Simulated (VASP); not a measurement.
# Al2Si2C (P4/mmm) in VASP: further runs, part 2 of 2

VASP 6.6.1. Earlier steps stand in the parts before.

### 3 Relaxation of cell and atoms, PBE

This run uses another cell than the first one, of 16.24 Å³/atom.

Input file INCAR:

```
SYSTEM = Al2Si2C
ALGO = Normal ; EDIFF = 1E-6
EDIFFG = -0.01 ; ENCUT = 600
GGA = PE ; IBRION = 2
ISIF = 3 ; ISMEAR = 0
LASPH = .True. ; LCHARG = .False.
LREAL = .False. ; LWAVE = .False.
NELM = 100 ; NSW = 100
PREC = Accurate ; SIGMA = 0.1
```

Input file KPOINTS:

```
k-points
0
Gamma
  10 10 8
  0 0 0
```

Input file POSCAR:

```
Al2Si2C
1.0
    3.8845508391      0.0000000000      0.0000000000
    0.0000000000      3.8845508391      0.0000000000
    0.0000000000      0.0000000000      5.3806413859
Al Si C
2 2 1
Direct
    0.5000000000      0.0000000000      0.5000000000
    0.0000000000      0.5000000000      0.5000000000
    0.5000000000      0.0000000000      0.0000000000
    0.0000000000      0.5000000000      0.0000000000
    0.0000000000      0.0000000000      0.0000000000
```

Potentials or basis: VASP PAW PBE potentials, release 64 (Al, Si, C).

On the command line:

```
cat potpaw_PBE.64/Al/POTCAR potpaw_PBE.64/Si/POTCAR potpaw_PBE.64/C/POTCAR > POTCAR
mpirun -np 1 vasp_std > vasp.out
```

Wall time 1.9 min (1 thread of Intel Xeon 6975P-C (Granite Rapids), shared host); peak memory 0.31 GiB.

It converged, with:

```
Free energy                           : -23.1304 eV
Relaxed volume                        : 16.18 Å³/atom
Relaxed cell                          : a = 3.901 Å, b = 3.901 Å, c = 5.316 Å, α = 90.00°, β = 90.00°, γ = 90.00°
Space group after relaxing (to 0.1 Å) : P4/mmm (No. 123)
Energy gained by relaxing             : 1.3 meV/atom
Ionic steps                           : 4
Pressure after relaxing               : 0.1 GPa
Band gap on the k mesh                : zero (bands 9 and 10 overlap by 2.95 eV)
```

The path:
| step | energy change (eV) | largest force (eV/Å) | pressure (GPa) | volume (Å³) |
| --- | --- | --- | --- | --- |
| 1 | 0.0000 | 0.0000 | 0.05 | 81.19 |
| 2 | -0.0061 | 0.0000 | -0.24 | 81.24 |
| 3 | -0.0064 | 0.0000 | -0.30 | 81.25 |
| 4 | -0.0066 | 0.0000 | 0.08 | 80.88 |

Final structure:
```
Al Si C
1.0
     3.90063    0.00000    0.00000
     0.00000    3.90063    0.00000
     0.00000    0.00000    5.31590
Al Si C
2 2 1
Direct
  0.50000 0.00000 0.50000
  0.00000 0.50000 0.50000
  0.50000 0.00000 0.00000
  0.00000 0.50000 0.00000
  0.00000 0.00000 0.00000
```

Levels at points of the mesh, in eV from the Fermi level:
```csv
k point,band 6,band 7,band 8,band 9,band 10,band 11,band 12,band 13
"(0.00, 0.00, 0.00)",-3.80,-3.19,0.89,0.97,0.97,1.77,3.89,3.95
"(0.50, 0.00, 0.00)",-4.39,-2.86,-2.03,-0.17,0.41,1.98,2.83,3.29
"(0.50, 0.50, 0.00)",-2.57,-2.57,-2.16,-1.98,-1.98,-1.15,2.15,3.59
"(0.00, 0.00, 0.50)",-3.48,-2.03,-0.49,0.41,0.41,1.16,2.39,3.35
"(0.50, 0.00, 0.50)",-3.18,-0.71,-0.04,0.17,1.37,1.69,2.12,2.55
"(0.50, 0.50, 0.50)",-4.52,-4.16,-2.86,0.51,1.34,1.34,3.36,3.36
```

### 4 Single point, PBE, collinear spin

This run uses another cell than the first one, of 15.05 Å³/atom.

Input file INCAR:

```
  PREC = Accurate
  ENCUT = 520
  EDIFF = 1E-7
  ISMEAR = 0
  SIGMA = 0.1
  LREAL = F
  LASPH = T
  NELM = 150
  ALGO = Normal
  ISIF = 2
  LWAVE = F
  LCHARG = T
  ISPIN = 2
  MAGMOM = 0 0 0 0 1
  LORBIT = 11
  GGA = PE
  LELF = T
  LVHAR = T
  NBANDS = 21
```

Input file KPOINTS:

```
regular mesh
0
Gamma
  6 6 4
```

Edit POSCAR of step 3 so:

```diff
@@ -2,5 +2,5 @@
 1.0
-    3.8845508391      0.0000000000      0.0000000000
-    0.0000000000      3.8845508391      0.0000000000
-    0.0000000000      0.0000000000      5.3806413859
+    3.5115336700      0.0000000000      0.0000000000
+    0.0000000000      3.5115336700      0.0000000000
+    0.0000000000      0.0000000000      6.1037649000
 Al Si C
```

Potentials or basis: VASP PAW PBE potentials, release 64 (Al, Si, C).

On the command line:

```
cat potpaw_PBE.64/Al/POTCAR potpaw_PBE.64/Si/POTCAR potpaw_PBE.64/C/POTCAR > POTCAR
mpirun -np 1 vasp_std > vasp.out
```

OUTCAR:

```text
PREC = Accurate
   ENCUT = 520
   EDIFF = 1E-7
   ISMEAR = 0
   LREAL = F
   LASPH = T
   NELM = 150
   ISIF = 2
   ISPIN = 2
   LORBIT = 11
   GGA = PE

 ion  position               nearest neighbor table
   1  0.500  0.000  0.500-   2 2.48   2 2.48   2 2.48   2 2.48   3 3.05   3 3.05
   2  0.000  0.500  0.500-   1 2.48   1 2.48   1 2.48   1 2.48   4 3.05   4 3.05
   3  0.500  0.000  0.000-   5 1.76   5 1.76   4 2.48   4 2.48   4 2.48   4 2.48   1 3.05   1 3.05

   4  0.000  0.500  0.000-   5 1.76   5 1.76   3 2.48   3 2.48   3 2.48   3 2.48   2 3.05   2 3.05

   5  0.000  0.000  0.000-   3 1.76   4 1.76   4 1.76   3 1.76

  LATTYP: Found a simple tetragonal cell.
 ALAT       =     3.5115336700
 C/A-ratio  =     1.7382048625

  Lattice vectors:

 A1 = (   3.5115336700,   0.0000000000,   0.0000000000)
 A2 = (   0.0000000000,   3.5115336700,   0.0000000000)
 A3 = (   0.0000000000,   0.0000000000,   6.1037649000)

[... 1360 lines left out ...]
     21      18.7325      0.00000

 [... further k-points ...]
[... 5 lines left out ...]
  --------------------------------------------------------------------------------------
  -------------------------------------------------------------------------------------
  Total       17.3316013     17.3316013     -5.0146922      0.0000000      0.0000000      0.0000000
  in kB      368.9417472    368.9417472   -106.7488968      0.0000000      0.0000000      0.0000000
  external PRESSURE =     210.3781992 kB  Pullay stress =       0.0000000 kB

 VOLUME and BASIS-vectors are now :
 -----------------------------------------------------------------------------
  energy-cutoff  :      520.00
  volume of cell :       75.26
      direct lattice vectors                 reciprocal lattice vectors
     3.511533670  0.000000000  0.000000000     0.284775854  0.000000000  0.000000000
     0.000000000  3.511533670  0.000000000     0.000000000  0.284775854  0.000000000
     0.000000000  0.000000000  6.103764900     0.000000000  0.000000000  0.163833309

 POSITION                                       TOTAL-FORCE (eV/Angst)
 -----------------------------------------------------------------------------------
      1.75577      0.00000      3.05188         0.000000      0.000000      0.000000
      0.00000      1.75577      3.05188         0.000000      0.000000      0.000000
      1.75577      0.00000      0.00000         0.000000      0.000000      0.000000
      0.00000      1.75577      0.00000         0.000000      0.000000      0.000000
      0.00000      0.00000      0.00000         0.000000      0.000000      0.000000
 -----------------------------------------------------------------------------------
    total drift:                               -0.000000     -0.000000     -0.000000

  FREE ENERGIE OF THE ION-ELECTRON SYSTEM (eV)
  ---------------------------------------------------
  free  energy   TOTEN  =       -20.9999081990 eV

  energy  without entropy=      -20.9823429451  energy(sigma->0) =      -20.99112557

 total charge

# of ion       s       p       d       tot
------------------------------------------
    1        0.485   0.360   0.000   0.845
    2        0.485   0.360   0.000   0.845
    3        0.764   0.898   0.000   1.662
    4        0.764   0.898   0.000   1.662
    5        0.955   1.719   0.000   2.675
--------------------------------------------------
tot          3.454   4.236   0.000   7.690

 magnetization (x)

# of ion       s       p       d       tot
------------------------------------------
    1        0.000   0.000   0.000   0.000
    2        0.000   0.000   0.000   0.000
    3        0.000   0.000   0.000   0.000
    4        0.000   0.000   0.000   0.000
    5        0.000  -0.000   0.000  -0.000
--------------------------------------------------
tot          0.000   0.000   0.000   0.000
```

stdout:

```text
POSCAR found type information on POSCAR AlSiC
 POSCAR found :  3 types and       5 ions
 scaLAPACK will be used
 LDA part: xc-table for (Slater+PW92), standard interpolation
 POSCAR, INCAR and KPOINTS ok, starting setup
 FFT: planning ... GRIDC
 FFT: planning ... GRID_SOFT
 FFT: planning ... GRID
 WAVECAR not read
 entering main loop
```

Run time: 47 s. Hardware: 1 thread of Intel Xeon 6975P-C (Granite Rapids), shared host; peak memory 0.25 GiB.

What came out:

```yaml
Free_energy: -20.9999 eV
Pressure: 21.0 GPa
Band_gap_on_the_k_mesh: zero (filled and empty bands overlap)
Net_moment: 0.00 μB per cell
Valence_electrons_inside_the_program's_atomic_spheres: Al 0.84; Si 1.66; C 2.67
```

Caveat: the cell stands under pressure.

### 5 The runs side by side

```csv
task,spin,cell,k mesh,cutoff (eV),gap on the mesh (eV),pressure (GPa)
single point,off,"a = 3.901, b = 3.901, c = 5.321 Å, 5 atoms",10 × 10 × 8,520,none,0.0
relaxation of cell and atoms,off,"relaxed from a = 3.885, b = 3.885, c = 5.381 Å, 5 atoms",10 × 10 × 8,600,none,0.1
single point,collinear,"a = 3.512, b = 3.512, c = 6.104 Å, 5 atoms",6 × 6 × 4,520,none,21.0
```

Alike in all rows: level PBE; potentials or basis VASP PAW PBE potentials, release 64 (Al, Si, C); smearing gaussian 0.1 eV.

Caveats: the cell stands under pressure (at least some runs).

Total energies depend on the potentials used, so only differences within one code and one set of settings carry meaning.
